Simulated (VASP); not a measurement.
# Rb (P-1) in VASP: notebook

The runs below take Rb through single point, with PBE.

All numbers are computed with VASP 6.6.1; they aren't measurements. Logs are shortened: lines on timing, memory, paths and dates and some standing lists are left out, and cuts for length are marked.

**1. The cell of the first run**

The typed cell holds 1 atom: a = 4.886 Å, b = 4.918 Å, c = 4.833 Å, α = 107.59°, β = 109.52°, γ = 112.42°.

**2. Single point, PBE**

INCAR reads:

```
SYSTEM = Rb
PREC = Accurate
ENCUT = 520
EDIFF = 1E-7
ISMEAR = 1
SIGMA = 0.1
LREAL = .False.
LASPH = .True.
NELM = 100
ALGO = Fast
ISIF = 2
LWAVE = .False.
LCHARG = .True.
GGA = PE
LELF = .True.
LVHAR = .True.
NBANDS = 10
```

KPOINTS reads:

```
Automatic mesh
0
Gamma
  5 5 5
  0 0 0
```

POSCAR reads:

```
Rb
1.0
   -2.9208720000      2.8264060000      2.7124160000
    2.9162840000     -2.8591040000      2.7405260000
    2.8432880000      2.7815200000     -2.7451140000
Rb
1
Direct
    0.0022960000     -0.0052890000     -0.0053710000
```

Potentials or basis: VASP PAW PBE potentials, release 64 (Rb_sv).

On the command line:

```sh
cat potpaw_PBE.64/Rb_sv/POTCAR > POTCAR
mpirun -np 1 vasp_std > vasp.out
```

OUTCAR:

```text
SYSTEM = Rb
   PREC = Accurate
   ENCUT = 520
   EDIFF = 1E-7
   ISMEAR = 1
   LREAL = .False.
   LASPH = .True.
   NELM = 100
   ISIF = 2
   GGA = PE

 ion  position               nearest neighbor table
   1  0.002  0.995  0.995-

  LATTYP: Found a triclinic cell.
 ALAT       =    12.5301478731
 B/A-ratio  =     0.6279701273
 C/A-ratio  =     0.3822986079
 COS(alpha) =     0.0117712775
 COS(beta)  =     0.2590705697
 COS(gamma) =     0.9506791106

  Lattice vectors:

 A1 = (   0.1505800000, -11.2485500000,   5.5183380000)
 A2 = (   0.0729960000,  -5.6406240000,   5.4856400000)
 A3 = (  -2.8387000000,  -2.7488220000,  -2.7078280000)

Analysis of symmetry for initial positions (statically):
=====================================================================
 Subroutine PRICEL returns:
 Original cell was already a primitive cell.

 Routine SETGRP: Setting up the symmetry group for a
 triclinic supercell.

 Subroutine GETGRP returns: Found  2 space group operations
 (whereof  1 operations were pure point group operations)
 out of a pool of  2 trial point group operations.

The static configuration has the point symmetry C_1 .
 The point group associated with its full space group is S_2 .

Analysis of symmetry for dynamics (positions and initial velocities):
=====================================================================
 Subroutine PRICEL returns:
 Original cell was already a primitive cell.

 Routine SETGRP: Setting up the symmetry group for a
 triclinic supercell.

 Subroutine GETGRP returns: Found  2 space group operations
 (whereof  1 operations were pure point group operations)
 out of a pool of  2 trial point group operations.

The dynamic configuration has the point symmetry C_1 .
 The point group associated with its full space group is S_2 .

 Subroutine INISYM returns: Found  2 space group operations
 (whereof  1 operations are pure point group operations),
 and found     1 'primitive' translations

----------------------------------------------------------------------------------------

                                     Primitive cell

  volume of cell :      88.0434

  direct lattice vectors                    reciprocal lattice vectors
    -2.920872000  2.826406000  2.712416000     0.002563946  0.179430072  0.184465334
     2.916284000 -2.859104000  2.740526000     0.173817038  0.003474953  0.183554327
     2.843288000  2.781520000 -2.745114000     0.176059938  0.180761964  0.001232054

  length of vectors
     4.886436808  4.918299585  4.832886408     0.257350314  0.252817383  0.252336100

  position of ions in fractional coordinates (direct lattice)
     0.002296000  0.994711000  0.994629000

  ion indices of the primitive-cell ions
   primitive index   ion index
                 1           1

----------------------------------------------------------------------------------------

 KPOINTS: Automatic mesh

Automatic generation of k-mesh.
 Grid dimensions read from file:
 generate k-points for:    5    5    5

 Generating k-lattice:

  Cartesian coordinates                     Fractional coordinates (reciprocal lattice)
     0.000512789  0.035886014  0.036893067     0.200000000  0.000000000 -0.000000000
     0.034763408  0.000694991  0.036710865     0.000000000  0.200000000 -0.000000000
     0.035211988  0.036152393  0.000246411    -0.000000000  0.000000000  0.200000000

  Length of vectors
     0.051470063  0.050563477  0.050467220

  Shift w.r.t. Gamma in fractional coordinates (k-lattice)
     0.000000000  0.000000000  0.000000000

 Subroutine IBZKPT returns following result:
 ===========================================

 Found     63 irreducible k-points:

 Following reciprocal coordinates:
            Coordinates               Weight
  0.000000  0.000000  0.000000      1.000000
  0.200000 -0.000000  0.000000      2.000000
  0.400000 -0.000000 -0.000000      2.000000
 -0.000000  0.200000 -0.000000      2.000000
  0.200000  0.200000 -0.000000      2.000000
  0.400000  0.200000 -0.000000      2.000000
[... 16 lines left out ...]
 -0.200000  0.200000  0.200000      2.000000
 -0.000000  0.400000  0.200000      2.000000
 [... further k-points ...]
   k-points           NKPTS =     63   k-points in BZ     NKDIM =     63   number of bands    NBANDS=     10
   number of dos      NEDOS =    301   number of ions     NIONS =      1
   total plane-waves  NPLWV =  51840
   dimension x,y,z NGX =    36 NGY =   40 NGZ =   36
   dimension x,y,z NGXF=    72 NGYF=   80 NGZF=   72
   ions per type =               1
   NGX,Y,Z   is equivalent  to a cutoff of  12.25, 13.52, 12.38 a.u.
   NGXF,Y,Z  is equivalent  to a cutoff of  24.50, 27.04, 24.77 a.u.
 SYSTEM =  Rb
   PREC   = accura    normal or accurate (medium, high low for compatibility)
   ISTART =      0    job   : 0-new  1-cont  2-samecut
   ICHARG =      2    charge: 1-file 2-atom 10-const
   ISPIN  =      1    spin polarized calculation?
   LNONCOLLINEAR =      F non collinear calculations
   LSORBIT =      F    spin-orbit coupling
   LASPH  =      T    aspherical Exc in radial PAW
   ENCUT  =  520.0 eV  38.22 Ry    6.18 a.u.   9.09  9.14  8.99*2*pi/ulx,y,z
   NELM   =    100;   NELMIN=  2; NELMDL= -5     # of ELM steps
   EDIFF  = 0.1E-06   stopping-criterion for ELM
   LREAL  =      F    real-space projection
   EDIFFG = 0.1E-05   stopping-criterion for IOM
   NSW    =      0    number of steps for IOM
   IBRION =     -1    ionic relax: 0-MD 1-quasi-New 2-CG
   NFREE  =      0    steps in history (QN), initial steepest desc. (CG)
   ISIF   =      2    stress and relaxation
   ISYM   =      2    0-nonsym 1-usesym 2-fastsym
   POTIM  = 0.5000    time-step for ionic-motion
   TEBEG  =    0.0;   TEEND  =   0.0 temperature during run
   PSTRESS=    0.0 pullay stress
   NELECT =       9.0000    total number of electrons
   NUPDOWN=      -1.0000    fix difference up-down
   EMIN   =  10.00;   EMAX   =-10.00  energy-range for DOS
   EFERMI =   0.00;   METHOD = LEGACY
   ISMEAR =     1;   SIGMA  =   0.10  broadening in eV -4-tet -1-fermi 0-gaus
   EFERMI_NEDOS =   21; number of points for ismear=-14 and -15
   IALGO  =     68    algorithm
   IMIX   =      4    mixing-type and parameters
     AMIX     =   0.40;   BMIX     =  1.00
     AMIX_MAG =   1.60;   BMIX_MAG =  1.00
  volume/ion in A,a.u.               =      88.04       594.15
  Fermi-wavevector in a.u.,A,eV,Ry     =   0.765462  1.446513  7.972080  0.585931
  Thomas-Fermi vector in A             =   1.865587
   LORBIT       =      0    0 simple, 1 ext, 2 COOP (PROOUT), +10 PAW based schemes
   GGA     = PE    functional components
   LHFCALC =     F    Hartree Fock is set to
   AEXX    =    0.0000 exact exchange contribution
   IVDW    =     0    specifies the selected vdW correction
   LEPSILON=     F    determine dielectric tensor
   LRPA    =     F    only Hartree local field effects (RPA)
 non-spin polarized calculation
 RMM-DIIS sequential band-by-band and
 Methfessel and Paxton  Order N= 1 SIGMA  =   0.10
  energy-cutoff  :      520.00
  volume of cell :       88.04
 maximum number of plane-waves:      2389
   NGX = 19   NGY = 19   NGZ = 17

 number of electron       9.0000000 magnetization

 Free energy of the ion-electron system (eV)
  ---------------------------------------------------
  ext. energy  EPLUGINS =         0.00000000
  ---------------------------------------------------
  free energy    TOTEN  =        -0.94037546 eV

  energy without entropy =       -0.93923783  energy(sigma->0) =       -0.93999625

 E-fermi :   0.1297     XC(G=0):  -5.5460

 val. band max:        0.1148240506   @ k =  -0.2000   0.2000   0.4000
 cond. band min:       0.1330324129   @ k =   0.4000  -0.4000   0.2000
 fundamental gap:      0.0182083623
 Fermi energy:         0.1297068026

 k-point     1 :       0.0000    0.0000    0.0000
  band No.  band energies     occupation
      1     -28.7998      2.00000
      2     -12.8400      2.00000
      3     -12.8387      2.00000
      4     -12.8363      2.00000
      5      -1.9284      2.00000
      6       3.6419      0.00000
      7       3.7898      0.00000
      8       3.9639      0.00000
      9       4.5969      0.00000
     10       4.9275      0.00000

 k-point     2 :       0.2000   -0.0000    0.0000
  band No.  band energies     occupation
      1     -28.7980      2.00000
      2     -12.8768      2.00000
      3     -12.8516      2.00000
      4     -12.8398      2.00000
      5      -1.4343      2.00000
      6       3.0686      0.00000
      7       3.1895      0.00000
      8       4.1445      0.00000
      9       4.5422      0.00000
     10       4.6258      0.00000

 k-point     3 :       0.4000   -0.0000   -0.0000
  band No.  band energies     occupation
      1     -28.7950      2.00000
      2     -12.9378      2.00000
      3     -12.8734      2.00000
      4     -12.8411      2.00000
      5      -0.1616      2.00030
      6       1.5336     -0.00000
      7       2.6141      0.00000
      8       4.6102      0.00000
      9       4.8606      0.00000
     10       5.3775      0.00000

 k-point     4 :      -0.0000    0.2000   -0.0000
  band No.  band energies     occupation
      1     -28.7981      2.00000
      2     -12.8764      2.00000
      3     -12.8509      2.00000
      4     -12.8385      2.00000
      5      -1.4516      2.00000
      6       2.9616      0.00000
      7       3.2800      0.00000
      8       4.2454      0.00000
      9       4.4953      0.00000
     10       4.6781      0.00000
[... 222 lines left out ...]
 k-point    22 :      -0.4000    0.2000    0.2000
  band No.  band energies     occupation
      1     -28.7962      2.00000
      2     -12.9122      2.00000
      3     -12.8680      2.00000
      4     -12.8432      2.00000
      5      -0.6358      2.00000
      6       2.0636     -0.00000
      7       2.5672      0.00000
      8       4.5261      0.00000
      9       4.6599      0.00000
     10       5.2324      0.00000

 k-point    23 :      -0.2000    0.2000    0.2000
  band No.  band energies     occupation
      1     -28.7966      2.00000
      2     -12.8784      2.00000
      3     -12.8644      2.00000
      4     -12.8622      2.00000
      5      -1.0489      2.00000
      6       2.8420      0.00000
      7       3.2328      0.00000
      8       3.3986      0.00000
      9       4.4862      0.00000
     10       5.0584      0.00000

 k-point    24 :      -0.0000    0.4000    0.2000
  band No.  band energies     occupation
      1     -28.7944      2.00000
      2     -12.9340      2.00000
      3     -12.8878      2.00000
      4     -12.8500      2.00000
      5       0.7079     -0.00000
      6       1.0029     -0.00000
      7       2.1540      0.00000
      8       4.0696      0.00000
      9       5.0168      0.00000
     10       5.2455      0.00000

 [... further k-points ...]

------------------------ aborting loop because EDIFF is reached ----------------------------------------

  FORCE on cell =-STRESS in cart. coord.  units (eV):
  Direction    XX          YY          ZZ          XY          YZ          ZX
  --------------------------------------------------------------------------------------
  -------------------------------------------------------------------------------------
  Total        0.1776186      0.0006155     -0.0446736      0.0326732      0.0164919      0.0032679
  in kB        3.2322288      0.0112002     -0.8129506      0.5945729      0.3001122      0.0594686
  external PRESSURE =       0.8101595 kB  Pullay stress =       0.0000000 kB

 VOLUME and BASIS-vectors are now :
 -----------------------------------------------------------------------------
  energy-cutoff  :      520.00
  volume of cell :       88.04
      direct lattice vectors                 reciprocal lattice vectors
    -2.920872000  2.826406000  2.712416000     0.002563946  0.179430072  0.184465334
     2.916284000 -2.859104000  2.740526000     0.173817038  0.003474953  0.183554327
     2.843288000  2.781520000 -2.745114000     0.176059938  0.180761964  0.001232054

 POSITION                                       TOTAL-FORCE (eV/Angst)
 -----------------------------------------------------------------------------------
      5.72217     -0.07091      0.00189         0.000000      0.000000     -0.000000
 -----------------------------------------------------------------------------------
    total drift:                               -0.000000      0.000000      0.000000

  FREE ENERGIE OF THE ION-ELECTRON SYSTEM (eV)
  ---------------------------------------------------
  free  energy   TOTEN  =        -0.9403754581 eV

  energy  without entropy=       -0.9392378309  energy(sigma->0) =       -0.93999625
```

Run time: 23 s. Hardware: 1 thread of Intel Xeon 6975P-C (Granite Rapids), shared host; peak memory 0.23 GiB.

Results:

```yaml
Free_energy: -0.9404 eV
Pressure: 0.1 GPa
```

Levels at points of the mesh, in eV from the Fermi level:
```tsv
k point	band 1	band 2	band 3	band 4	band 5	band 6	band 7	band 8	band 9	band 10
(0.00, 0.00, 0.00)	-28.93	-12.97	-12.97	-12.97	-2.06	3.51	3.66	3.83	4.47	4.80
```

**3. Single point, PBE**

INCAR reads:

```
  PREC = Accurate
  ENCUT = 520
  EDIFF = 1E-6
  ISMEAR = 1
  SIGMA = 0.1
  LREAL = F
  LASPH = T
  NELM = 100
  ALGO = Fast
  ISIF = 2
  LWAVE = F
  LCHARG = T
  GGA = PE
  LELF = T
  LVHAR = T
  NBANDS = 10
```

KPOINTS reads:

```
Automatic mesh
0
Gamma
  5 5 5
```

POSCAR is that of step 2.

Potentials or basis: VASP PAW PBE potentials, release 64 (Rb_sv).

On the command line:

```sh
cat potpaw_PBE.64/Rb_sv/POTCAR > POTCAR
mpirun -np 1 vasp_std > vasp.out
```

Run time: 19 s. Hardware: 1 thread of Intel Xeon 6975P-C (Granite Rapids), shared host; peak memory 0.23 GiB.

Results (log left out):

| Item | Value |
| --- | --- |
| Free energy | -0.9404 eV |
| Pressure | 0.1 GPa |

Stress tensor (GPa, compression positive):
```
 0.32  0.06  0.01
 0.06  0.00  0.03
 0.01  0.03 -0.08
```

Levels at points of the mesh, in eV from the Fermi level:
| k point | band 1 | band 2 | band 3 | band 4 | band 5 | band 6 | band 7 | band 8 | band 9 | band 10 |
| --- | --- | --- | --- | --- | --- | --- | --- | --- | --- | --- |
| (0.00, 0.00, 0.00) | -28.93 | -12.97 | -12.97 | -12.97 | -2.06 | 3.51 | 3.66 | 3.83 | 4.47 | 4.80 |
